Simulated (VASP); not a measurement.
# BP (F-43m) in VASP: further runs

The runs below take BP through single point, with r2SCAN.

All numbers are computed with VASP 6.6.1; they aren't measurements. Logs are shortened: lines on timing, memory, paths and dates and some standing lists are left out, and cuts for length are marked.

## Step 1: The cell of the first run

The structure is cubic, space group F-43m (No. 216). Conventional cell: a = 4.537 Å, b = 4.537 Å, c = 4.537 Å, α = 90.00°, β = 90.00°, γ = 90.00°. B (site symmetry -43m) has 4 P at 1.96 Å within 2.6 Å. Within 2.6 Å of P (site symmetry -43m) lie 4 B at 1.96 Å.

## Step 2: Single point, r2SCAN

Input file POSCAR:

```
BP
1.0
    0.0000000000      2.2682668071      2.2682668071
    2.2682668071      0.0000000000      2.2682668071
    2.2682668071      2.2682668071      0.0000000000
B P
1 1
Direct
    0.0000000000      0.0000000000      0.0000000000
    0.2500000000      0.2500000000      0.2500000000
```

Input file INCAR.step1:

```
SYSTEM = BP
PREC = Accurate
ENCUT = 520
ISMEAR = 0
SIGMA = 0.02
LREAL = .FALSE.
LASPH = .TRUE.
NELM = 80
NBANDS = 11
GGA = PE
ALGO = Normal
EDIFF = 1E-4
LWAVE = .TRUE.
LCHARG = .FALSE.
```

Input file INCAR.step2:

```
SYSTEM = BP
PREC = Accurate
ENCUT = 520
EDIFF = 1E-7
ISMEAR = 0
SIGMA = 0.02
LREAL = .FALSE.
LASPH = .TRUE.
NELM = 80
ALGO = Normal
ISIF = 2
LWAVE = .FALSE.
LCHARG = .FALSE.
METAGGA = R2SCAN
LMIXTAU = .TRUE.
NBANDS = 11
ISTART = 1
```

Input file KPOINTS:

```
Automatic mesh
0
G
  10 10 10
  0 0 0
```

Potentials or basis: VASP PAW PBE potentials, release 64 (B, P).

Run with:

```bash
> cat potpaw_PBE.64/B/POTCAR potpaw_PBE.64/P/POTCAR > POTCAR
> cp INCAR.step1 INCAR
> mpirun -np 1 vasp_std > vasp.out
> cp INCAR.step2 INCAR
> mpirun -np 1 vasp_std > vasp.out
```

OUTCAR:

```text
SYSTEM = BP
   PREC = Accurate
   ENCUT = 520
   EDIFF = 1E-7
   ISMEAR = 0
   LREAL = .FALSE.
   LASPH = .TRUE.
   NELM = 80
   ISIF = 2
   METAGGA = R2SCAN
   ISTART = 1

 ion  position               nearest neighbor table
   1  0.000  0.000  0.000-   2 1.96   2 1.96   2 1.96   2 1.96
   2  0.250  0.250  0.250-   1 1.96   1 1.96   1 1.96   1 1.96

  LATTYP: Found a face centered cubic cell.
 ALAT       =     4.5365336142

  Lattice vectors:

 A1 = (   0.0000000000,   2.2682668071,   2.2682668071)
 A2 = (   2.2682668071,   0.0000000000,   2.2682668071)
 A3 = (   2.2682668071,   2.2682668071,   0.0000000000)

Analysis of symmetry for initial positions (statically):
=====================================================================
 Subroutine PRICEL returns:
 Original cell was already a primitive cell.

 Routine SETGRP: Setting up the symmetry group for a
 face centered cubic supercell.

 Subroutine GETGRP returns: Found 24 space group operations
 (whereof 24 operations were pure point group operations)
 out of a pool of 48 trial point group operations.

The static configuration has the point symmetry T_d .

Analysis of symmetry for dynamics (positions and initial velocities):
=====================================================================
 Subroutine PRICEL returns:
 Original cell was already a primitive cell.

 Routine SETGRP: Setting up the symmetry group for a
 face centered cubic supercell.

 Subroutine GETGRP returns: Found 24 space group operations
 (whereof 24 operations were pure point group operations)
 out of a pool of 48 trial point group operations.

The dynamic configuration has the point symmetry T_d .

 Subroutine INISYM returns: Found 24 space group operations
 (whereof 24 operations are pure point group operations),
 and found     1 'primitive' translations

----------------------------------------------------------------------------------------

                                     Primitive cell

  volume of cell :      23.3406

  direct lattice vectors                    reciprocal lattice vectors
     0.000000000  2.268266807  2.268266807    -0.220432622  0.220432622  0.220432622
     2.268266807  0.000000000  2.268266807     0.220432622 -0.220432622  0.220432622
     2.268266807  2.268266807  0.000000000     0.220432622  0.220432622 -0.220432622

  length of vectors
     3.207813682  3.207813682  3.207813682     0.381800501  0.381800501  0.381800501

  position of ions in fractional coordinates (direct lattice)
     0.000000000  0.000000000  0.000000000
     0.250000000  0.250000000  0.250000000

  ion indices of the primitive-cell ions
   primitive index   ion index
                 1           1
                 2           2

----------------------------------------------------------------------------------------

 KPOINTS: Automatic mesh

Automatic generation of k-mesh.
 Grid dimensions read from file:
 generate k-points for:   10   10   10

 Generating k-lattice:

  Cartesian coordinates                     Fractional coordinates (reciprocal lattice)
    -0.022043262  0.022043262  0.022043262     0.100000000  0.000000000  0.000000000
     0.022043262 -0.022043262  0.022043262     0.000000000  0.100000000  0.000000000
     0.022043262  0.022043262 -0.022043262     0.000000000  0.000000000  0.100000000

  Length of vectors
     0.038180050  0.038180050  0.038180050

  Shift w.r.t. Gamma in fractional coordinates (k-lattice)
     0.000000000  0.000000000  0.000000000

 Subroutine IBZKPT returns following result:
 ===========================================

 Found     47 irreducible k-points:

 Following reciprocal coordinates:
            Coordinates               Weight
  0.000000  0.000000  0.000000      1.000000
  0.100000  0.000000  0.000000      8.000000
  0.200000  0.000000  0.000000      8.000000
  0.300000  0.000000  0.000000      8.000000
  0.400000  0.000000  0.000000      8.000000
  0.500000  0.000000  0.000000      4.000000
[... 16 lines left out ...]
  0.300000  0.300000  0.000000      6.000000
  0.400000  0.300000  0.000000     24.000000
 [... further k-points ...]
   k-points           NKPTS =     47   k-points in BZ     NKDIM =     47   number of bands    NBANDS=     11
   number of dos      NEDOS =    301   number of ions     NIONS =      2
   total plane-waves  NPLWV =  13824
   dimension x,y,z NGX =    24 NGY =   24 NGZ =   24
   dimension x,y,z NGXF=    48 NGYF=   48 NGZF=   48
   ions per type =               1   1
   NGX,Y,Z   is equivalent  to a cutoff of  12.44, 12.44, 12.44 a.u.
   NGXF,Y,Z  is equivalent  to a cutoff of  24.88, 24.88, 24.88 a.u.
 SYSTEM =  BP
   PREC   = accura    normal or accurate (medium, high low for compatibility)
   ISTART =      1    job   : 0-new  1-cont  2-samecut
   ICHARG =      0    charge: 1-file 2-atom 10-const
   ISPIN  =      1    spin polarized calculation?
   LNONCOLLINEAR =      F non collinear calculations
   LSORBIT =      F    spin-orbit coupling
   LASPH  =      T    aspherical Exc in radial PAW
   ENCUT  =  520.0 eV  38.22 Ry    6.18 a.u.   5.96  5.96  5.96*2*pi/ulx,y,z
   NELM   =     80;   NELMIN=  2; NELMDL=  0     # of ELM steps
   EDIFF  = 0.1E-06   stopping-criterion for ELM
   LREAL  =      F    real-space projection
   EDIFFG = 0.1E-05   stopping-criterion for IOM
   NSW    =      0    number of steps for IOM
   IBRION =     -1    ionic relax: 0-MD 1-quasi-New 2-CG
   NFREE  =      0    steps in history (QN), initial steepest desc. (CG)
   ISIF   =      2    stress and relaxation
   ISYM   =      2    0-nonsym 1-usesym 2-fastsym
   POTIM  = 0.5000    time-step for ionic-motion
   TEBEG  =    0.0;   TEEND  =   0.0 temperature during run
   PSTRESS=    0.0 pullay stress
   NELECT =       8.0000    total number of electrons
   NUPDOWN=      -1.0000    fix difference up-down
   EMIN   =  10.00;   EMAX   =-10.00  energy-range for DOS
   EFERMI =   0.00;   METHOD = LEGACY
   ISMEAR =     0;   SIGMA  =   0.02  broadening in eV -4-tet -1-fermi 0-gaus
   EFERMI_NEDOS =   21; number of points for ismear=-14 and -15
   IALGO  =     38    algorithm
   IMIX   =      4    mixing-type and parameters
     AMIX     =   0.40;   BMIX     =  1.00
     AMIX_MAG =   1.60;   BMIX_MAG =  1.00
  volume/ion in A,a.u.               =      11.67        78.76
  Fermi-wavevector in a.u.,A,eV,Ry     =   1.145691  2.165041 17.859102  1.312607
  Thomas-Fermi vector in A             =   2.282378
   LORBIT       =      0    0 simple, 1 ext, 2 COOP (PROOUT), +10 PAW based schemes
   METAGGA = R2SCAN    functional components
   LHFCALC =     F    Hartree Fock is set to
   AEXX    =    0.0000 exact exchange contribution
   IVDW    =     0    specifies the selected vdW correction
   LEPSILON=     F    determine dielectric tensor
   LRPA    =     F    only Hartree local field effects (RPA)
 non-spin polarized calculation
 Gauss-broadening in eV      SIGMA  =   0.02
  energy-cutoff  :      520.00
  volume of cell :       23.34
 maximum number of plane-waves:       637
   NGX = 11   NGY = 11   NGZ = 11

 number of electron       8.0000000 magnetization

 Free energy of the ion-electron system (eV)
  ---------------------------------------------------
  ext. energy  EPLUGINS =         0.00000000
  ---------------------------------------------------
  free energy    TOTEN  =       -17.31131383 eV

  energy without entropy =      -17.31131383  energy(sigma->0) =      -17.31131383

 E-fermi :   7.5257     XC(G=0): -11.5052

 val. band max:        7.4005424577   @ k =   0.0000   0.0000   0.0000
 cond. band min:       8.8458412737   @ k =   0.4000   0.4000   0.0000
 fundamental gap:      1.4452988160
 Fermi energy:         7.5256543220

 k-point     1 :       0.0000    0.0000    0.0000
  band No.  band energies     occupation
      1      -8.8678      2.00000
      2       7.4005      2.00000
      3       7.4005      2.00000
      4       7.4005      2.00000
      5      11.0423      0.00000
      6      11.0423      0.00000
      7      11.0423      0.00000
      8      15.4265      0.00000
      9      19.8126      0.00000
     10      20.0501      0.00000
     11      20.0501      0.00000

 k-point     2 :       0.1000    0.0000    0.0000
  band No.  band energies     occupation
      1      -8.6783      2.00000
      2       6.0295      2.00000
      3       7.0885      2.00000
      4       7.0885      2.00000
      5      11.4768      0.00000
      6      11.4768      0.00000
      7      11.5335      0.00000
      8      15.9669      0.00000
      9      19.3754      0.00000
     10      19.3754      0.00000
     11      20.4039      0.00000

 k-point     3 :       0.2000    0.0000    0.0000
  band No.  band energies     occupation
      1      -8.1170      2.00000
      2       3.5644      2.00000
      3       6.4955      2.00000
      4       6.4955      2.00000
      5      11.7843      0.00000
      6      12.2438      0.00000
      7      12.2438      0.00000
      8      17.2134      0.00000
      9      18.7768      0.00000
     10      18.7768      0.00000
     11      21.2639      0.00000

 k-point     4 :       0.3000    0.0000    0.0000
  band No.  band energies     occupation
      1      -7.2155      2.00000
      2       1.0816      2.00000
      3       5.9759      2.00000
      4       5.9759      2.00000
      5      11.7047      0.00000
      6      12.5908      0.00000
      7      12.5908      0.00000
      8      18.1916      0.00000
      9      19.4159      0.00000
     10      19.4159      0.00000
     11      21.4998      0.00000
[... 239 lines left out ...]
 k-point    22 :      -0.2000    0.2000    0.0000
  band No.  band energies     occupation
      1      -6.9082      2.00000
      2       1.8586      2.00000
      3       3.0214      2.00000
      4       6.0796      2.00000
      5      12.2475      0.00000
      6      13.0898      0.00000
      7      14.2343      0.00000
      8      16.3881      0.00000
      9      17.3824      0.00000
     10      21.9567      0.00000
     11      24.2533      0.00000

 k-point    23 :       0.3000    0.3000    0.0000
  band No.  band energies     occupation
      1      -6.6405      2.00000
      2       2.2839      2.00000
      3       3.9968      2.00000
      4       3.9968      2.00000
      5       9.1385      0.00000
      6      11.6513      0.00000
      7      16.8983      0.00000
      8      16.8983      0.00000
      9      21.4082      0.00000
     10      22.4520      0.00000
     11      25.0600      0.00000

 k-point    24 :       0.4000    0.3000    0.0000
  band No.  band energies     occupation
      1      -5.7691      2.00000
      2       0.8758      2.00000
      3       3.1398      2.00000
      4       3.6850      2.00000
      5       9.4411      0.00000
      6      11.3495      0.00000
      7      17.5578      0.00000
      8      17.5658      0.00000
      9      22.4532      0.00000
     10      23.4360      0.00000
     11      25.5607      0.00000

 [... further k-points ...]

------------------------ aborting loop because EDIFF is reached ----------------------------------------

  FORCE on cell =-STRESS in cart. coord.  units (eV):
  Direction    XX          YY          ZZ          XY          YZ          ZX
  --------------------------------------------------------------------------------------
  -------------------------------------------------------------------------------------
  Total       -0.0736112     -0.0736112     -0.0736112     -0.0000000      0.0000000      0.0000000
  in kB       -5.0529170     -5.0529170     -5.0529170     -0.0000000      0.0000000      0.0000000
  external PRESSURE =      -5.0529170 kB  Pullay stress =       0.0000000 kB

 VOLUME and BASIS-vectors are now :
 -----------------------------------------------------------------------------
  energy-cutoff  :      520.00
  volume of cell :       23.34
      direct lattice vectors                 reciprocal lattice vectors
     0.000000000  2.268266807  2.268266807    -0.220432622  0.220432622  0.220432622
     2.268266807  0.000000000  2.268266807     0.220432622 -0.220432622  0.220432622
     2.268266807  2.268266807  0.000000000     0.220432622  0.220432622 -0.220432622

 POSITION                                       TOTAL-FORCE (eV/Angst)
 -----------------------------------------------------------------------------------
      0.00000      0.00000      0.00000         0.000000     -0.000000      0.000000
      1.13413      1.13413      1.13413        -0.000000      0.000000     -0.000000
 -----------------------------------------------------------------------------------
    total drift:                                0.000000      0.000000      0.000000

  FREE ENERGIE OF THE ION-ELECTRON SYSTEM (eV)
  ---------------------------------------------------
  free  energy   TOTEN  =       -17.3113138339 eV

  energy  without entropy=      -17.3113138339  energy(sigma->0) =      -17.31131383
```

It took 17 s on 1 thread of Intel Xeon 6975P-C (Granite Rapids), shared host; peak memory 0.14 GiB.

Results:

- Free energy: -17.3113 eV
- Pressure: -0.5 GPa
- Band gap on the k mesh: 1.45 eV (least direct gap 3.64 eV)

Levels at points of the mesh, in eV from the valence-band top:
```tsv
k point	band 1	band 2	band 3	band 4	band 5	band 6	band 7	band 8
(0.00, 0.00, 0.00)	-16.27	0.00	0.00	0.00	3.64	3.64	3.64	8.03
(0.50, 0.00, 0.00)	-12.77	-9.51	-1.87	-1.87	4.14	5.03	5.03	10.92
(0.50, 0.50, 0.00)	-11.10	-9.13	-4.35	-4.35	1.54	1.91	13.07	13.07
```

Caveat: the PAW data sets were made with another functional, which shifts forces and pressure a little. r2SCAN opens gaps a little over a GGA but as a rule still falls short of measured ones.

[end of part 1 of 2]
